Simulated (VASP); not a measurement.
# KCl (Fmmm) in VASP: further runs, part 2 of 2

VASP 6.6.1. Earlier steps stand in the parts before.

## Step 4: Single point, PBE (strain +0.0225 x Voigt [1, -1, 0, 0, 0, 0])

INCAR reads:

```
SYSTEM = KCl
  ALGO = Normal
  EDIFF = 1E-7
  ENCUT = 520
  GGA = PE
  ISIF = 2
  ISMEAR = 0
  LASPH = .TRUE.
  LCHARG = .TRUE.
  LELF = .TRUE.
  LREAL = .FALSE.
  LVHAR = .TRUE.
  LWAVE = .FALSE.
  NBANDS = 15
  NELM = 80
  PREC = Accurate
  SIGMA = 0.05
```

KPOINTS reads:

```
k-points
0
G
  6 6 6
  0 0 0
```

POSCAR reads:

```
KCl
1.0
    0.0000000000      3.0850877500      3.1561000000
    3.2271122500      0.0000000000      3.1561000000
    3.2271122500      3.0850877500      0.0000000000
K Cl
1 1
Direct
    0.0000000000      0.0000000000      0.0000000000
    0.5000000000      0.5000000000      0.5000000000
```

Potentials or basis: VASP PAW PBE potentials, release 64 (K_sv, Cl).

Started as:

```bash
> cat potpaw_PBE.64/K_sv/POTCAR potpaw_PBE.64/Cl/POTCAR > POTCAR
> mpirun -np 1 vasp_std > vasp.out
```

OUTCAR:

```text
SYSTEM = KCl
   EDIFF = 1E-7
   ENCUT = 520
   GGA = PE
   ISIF = 2
   ISMEAR = 0
   LASPH = .TRUE.
   LREAL = .FALSE.
   NELM = 80
   PREC = Accurate

 ion  position               nearest neighbor table
   1  0.000  0.000  0.000-   2 3.09   2 3.09   2 3.16   2 3.16   2 3.23   2 3.23
   2  0.500  0.500  0.500-   1 3.09   1 3.09   1 3.16   1 3.16   1 3.23   1 3.23

  LATTYP: Found a face centered orthorhombic cell.
 ALAT       =     6.1701755000
 B/A-ratio  =     1.0230179028
 C/A-ratio  =     1.0460358056

  Lattice vectors:

 A1 = (  -3.2271122500,   0.0000000000,  -3.1561000000)
 A2 = (  -3.2271122500,   3.0850877500,   0.0000000000)
 A3 = (   0.0000000000,   3.0850877500,  -3.1561000000)

Analysis of symmetry for initial positions (statically):
=====================================================================
 Subroutine PRICEL returns:
 Original cell was already a primitive cell.

 Routine SETGRP: Setting up the symmetry group for a
 face centered orthorhombic supercell.

 Subroutine GETGRP returns: Found  8 space group operations
 (whereof  8 operations were pure point group operations)
 out of a pool of  8 trial point group operations.

The static configuration has the point symmetry D_2h.

Analysis of symmetry for dynamics (positions and initial velocities):
=====================================================================
 Subroutine PRICEL returns:
 Original cell was already a primitive cell.

 Routine SETGRP: Setting up the symmetry group for a
 face centered orthorhombic supercell.

 Subroutine GETGRP returns: Found  8 space group operations
 (whereof  8 operations were pure point group operations)
 out of a pool of  8 trial point group operations.

The dynamic configuration has the point symmetry D_2h.

 Subroutine INISYM returns: Found  8 space group operations
 (whereof  8 operations are pure point group operations),
 and found     1 'primitive' translations

----------------------------------------------------------------------------------------

                                     Primitive cell

  volume of cell :      62.8438

  direct lattice vectors                    reciprocal lattice vectors
     0.000000000  3.085087750  3.156100000    -0.154937282  0.162069944  0.158423371
     3.227112250  0.000000000  3.156100000     0.154937282 -0.162069944  0.158423371
     3.227112250  3.085087750  0.000000000     0.154937282  0.162069944 -0.158423371

  length of vectors
     4.413471835  4.513891966  4.464529079     0.274536323  0.274536323  0.274536323

  position of ions in fractional coordinates (direct lattice)
     0.000000000  0.000000000  0.000000000
     0.500000000  0.500000000  0.500000000

  ion indices of the primitive-cell ions
   primitive index   ion index
                 1           1
                 2           2

----------------------------------------------------------------------------------------

 KPOINTS: k-points

Automatic generation of k-mesh.
 Grid dimensions read from file:
 generate k-points for:    6    6    6

 Generating k-lattice:

  Cartesian coordinates                     Fractional coordinates (reciprocal lattice)
    -0.025822880  0.027011657  0.026403895     0.166666667  0.000000000  0.000000000
     0.025822880 -0.027011657  0.026403895     0.000000000  0.166666667  0.000000000
     0.025822880  0.027011657 -0.026403895     0.000000000  0.000000000  0.166666667

  Length of vectors
     0.045756054  0.045756054  0.045756054

  Shift w.r.t. Gamma in fractional coordinates (k-lattice)
     0.000000000  0.000000000  0.000000000

 Subroutine IBZKPT returns following result:
 ===========================================

 Found     46 irreducible k-points:

 Following reciprocal coordinates:
            Coordinates               Weight
  0.000000  0.000000  0.000000      1.000000
  0.166667  0.000000 -0.000000      8.000000
  0.333333  0.000000  0.000000      8.000000
  0.500000  0.000000  0.000000      4.000000
  0.166667  0.166667  0.000000      2.000000
  0.333333  0.166667  0.000000      8.000000
[... 16 lines left out ...]
 -0.166667  0.166667  0.166667      8.000000
  0.500000  0.333333  0.166667      4.000000
 [... further k-points ...]
   k-points           NKPTS =     46   k-points in BZ     NKDIM =     46   number of bands    NBANDS=     15
   number of dos      NEDOS =    301   number of ions     NIONS =      2
   total plane-waves  NPLWV =  46656
   dimension x,y,z NGX =    36 NGY =   36 NGZ =   36
   dimension x,y,z NGXF=    72 NGYF=   72 NGZF=   72
   ions per type =               1   1
   NGX,Y,Z   is equivalent  to a cutoff of  13.56, 13.26, 13.41 a.u.
   NGXF,Y,Z  is equivalent  to a cutoff of  27.12, 26.52, 26.81 a.u.
 SYSTEM =  KCl
   PREC   = accura    normal or accurate (medium, high low for compatibility)
   ISTART =      0    job   : 0-new  1-cont  2-samecut
   ICHARG =      2    charge: 1-file 2-atom 10-const
   ISPIN  =      1    spin polarized calculation?
   LNONCOLLINEAR =      F non collinear calculations
   LSORBIT =      F    spin-orbit coupling
   LASPH  =      T    aspherical Exc in radial PAW
   ENCUT  =  520.0 eV  38.22 Ry    6.18 a.u.   8.21  8.39  8.30*2*pi/ulx,y,z
   NELM   =     80;   NELMIN=  2; NELMDL= -5     # of ELM steps
   EDIFF  = 0.1E-06   stopping-criterion for ELM
   LREAL  =      F    real-space projection
   EDIFFG = 0.1E-05   stopping-criterion for IOM
   NSW    =      0    number of steps for IOM
   IBRION =     -1    ionic relax: 0-MD 1-quasi-New 2-CG
   NFREE  =      0    steps in history (QN), initial steepest desc. (CG)
   ISIF   =      2    stress and relaxation
   ISYM   =      2    0-nonsym 1-usesym 2-fastsym
   POTIM  = 0.5000    time-step for ionic-motion
   TEBEG  =    0.0;   TEEND  =   0.0 temperature during run
   PSTRESS=    0.0 pullay stress
   NELECT =      16.0000    total number of electrons
   NUPDOWN=      -1.0000    fix difference up-down
   EMIN   =  10.00;   EMAX   =-10.00  energy-range for DOS
   EFERMI =   0.00;   METHOD = LEGACY
   ISMEAR =     0;   SIGMA  =   0.05  broadening in eV -4-tet -1-fermi 0-gaus
   EFERMI_NEDOS =   21; number of points for ismear=-14 and -15
   IALGO  =     38    algorithm
   IMIX   =      4    mixing-type and parameters
     AMIX     =   0.40;   BMIX     =  1.00
     AMIX_MAG =   1.60;   BMIX_MAG =  1.00
  volume/ion in A,a.u.               =      31.42       212.05
  Fermi-wavevector in a.u.,A,eV,Ry     =   1.037594  1.960768 14.648045  1.076601
  Thomas-Fermi vector in A             =   2.172039
   LORBIT       =      0    0 simple, 1 ext, 2 COOP (PROOUT), +10 PAW based schemes
   GGA     = PE    functional components
   LHFCALC =     F    Hartree Fock is set to
   AEXX    =    0.0000 exact exchange contribution
   IVDW    =     0    specifies the selected vdW correction
   LEPSILON=     F    determine dielectric tensor
   LRPA    =     F    only Hartree local field effects (RPA)
 non-spin polarized calculation
 Gauss-broadening in eV      SIGMA  =   0.05
  energy-cutoff  :      520.00
  volume of cell :       62.84
 maximum number of plane-waves:      1721
 NGX is ok and might be reduce to    36
   NGX = 17   NGY = 17   NGZ = 17

 number of electron      16.0000000 magnetization

 Free energy of the ion-electron system (eV)
  ---------------------------------------------------
  ext. energy  EPLUGINS =         0.00000000
  ---------------------------------------------------
  free energy    TOTEN  =        -6.79908367 eV

  energy without entropy =       -6.79908367  energy(sigma->0) =       -6.79908367

 E-fermi :  -1.6584     XC(G=0):  -7.5016

 val. band max:       -1.8609720234   @ k =   0.0000   0.0000   0.0000
 cond. band min:       3.2757354892   @ k =   0.0000   0.0000   0.0000
 fundamental gap:      5.1367075126
 Fermi energy:        -1.6583648400

 k-point     1 :       0.0000    0.0000    0.0000
  band No.  band energies     occupation
      1     -29.0913      2.00000
      2     -13.9863      2.00000
      3     -12.5552      2.00000
      4     -12.5522      2.00000
      5     -12.5517      2.00000
      6      -1.8894      2.00000
      7      -1.8772      2.00000
      8      -1.8610      2.00000
      9       3.2757      0.00000
     10       6.3641      0.00000
     11       6.5024      0.00000
     12       6.6447      0.00000
     13       7.2846      0.00000
     14       7.4697      0.00000
[... 401 lines left out ...]
      2     -14.0697      2.00000
      3     -12.6088      2.00000
      4     -12.5863      2.00000
      5     -12.4154      2.00000
      6      -2.6370      2.00000
      7      -2.1997      2.00000
      8      -2.1866      2.00000
      9       5.6673      0.00000
     10       5.9023      0.00000
     11       8.0264      0.00000
     12       8.7061      0.00000
     13       8.7408      0.00000
     14       9.2074      0.00000
     15       9.8971      0.00000

 [... further k-points ...]
[... 5 lines left out ...]
  --------------------------------------------------------------------------------------
  -------------------------------------------------------------------------------------
  Total       -0.0394208      0.6119897      0.2393451      0.0000000     -0.0000000      0.0000000
  in kB       -1.0050164     15.6024335      6.1020069      0.0000000     -0.0000000      0.0000000
  external PRESSURE =       6.8998080 kB  Pullay stress =       0.0000000 kB

 VOLUME and BASIS-vectors are now :
 -----------------------------------------------------------------------------
  energy-cutoff  :      520.00
  volume of cell :       62.84
      direct lattice vectors                 reciprocal lattice vectors
     0.000000000  3.085087750  3.156100000    -0.154937282  0.162069944  0.158423371
     3.227112250  0.000000000  3.156100000     0.154937282 -0.162069944  0.158423371
     3.227112250  3.085087750  0.000000000     0.154937282  0.162069944 -0.158423371

 POSITION                                       TOTAL-FORCE (eV/Angst)
 -----------------------------------------------------------------------------------
      0.00000      0.00000      0.00000         0.000000      0.000000     -0.000000
      3.22711      3.08509      3.15610         0.000000      0.000000      0.000000
 -----------------------------------------------------------------------------------
    total drift:                                0.000000      0.000000      0.000000

  FREE ENERGIE OF THE ION-ELECTRON SYSTEM (eV)
  ---------------------------------------------------
  free  energy   TOTEN  =        -6.7990836701 eV

  energy  without entropy=       -6.7990836701  energy(sigma->0) =       -6.79908367
```

stdout:

```text
POSCAR found type information on POSCAR K Cl
 POSCAR found :  2 types and       2 ions
 scaLAPACK will be used
 LDA part: xc-table for (Slater+PW92), standard interpolation
 POSCAR, INCAR and KPOINTS ok, starting setup
 FFT: planning ... GRIDC
 FFT: planning ... GRID_SOFT
 FFT: planning ... GRID
 WAVECAR not read
 entering main loop
```

Wall time 31 s (1 thread of AMD EPYC 9R45 (Zen 5), shared host); peak memory 0.19 GiB.

Results:

* Free energy: -6.7991 eV
* Pressure: 0.7 GPa
* Band gap on the k mesh: 5.14 eV, direct

Caveat: the cell differs from its parent crystal (strain +0.0225 x Voigt [1, -1, 0, 0, 0, 0]).

## Step 5: The runs side by side

```tsv
cell	gap on the mesh (eV)	pressure (GPa)
a = 4.348, b = 4.582, c = 4.470 Å, angles 57.4, 62.6, 60.0°, 2 atoms	5.09	1.1
a = 4.381, b = 4.548, c = 4.467 Å, angles 58.1, 61.9, 60.0°, 2 atoms	5.12	0.9
a = 4.413, b = 4.514, c = 4.465 Å, angles 58.9, 61.1, 60.0°, 2 atoms	5.14	0.7
```

Alike in all rows: task single point; level PBE; potentials or basis VASP PAW PBE potentials, release 64 (K_sv, Cl); no spin polarisation; k mesh 6 × 6 × 6; cutoff (eV) 520; smearing gaussian 0.05 eV.

Total energies depend on the potentials used, so only differences within one code and one set of settings carry meaning.
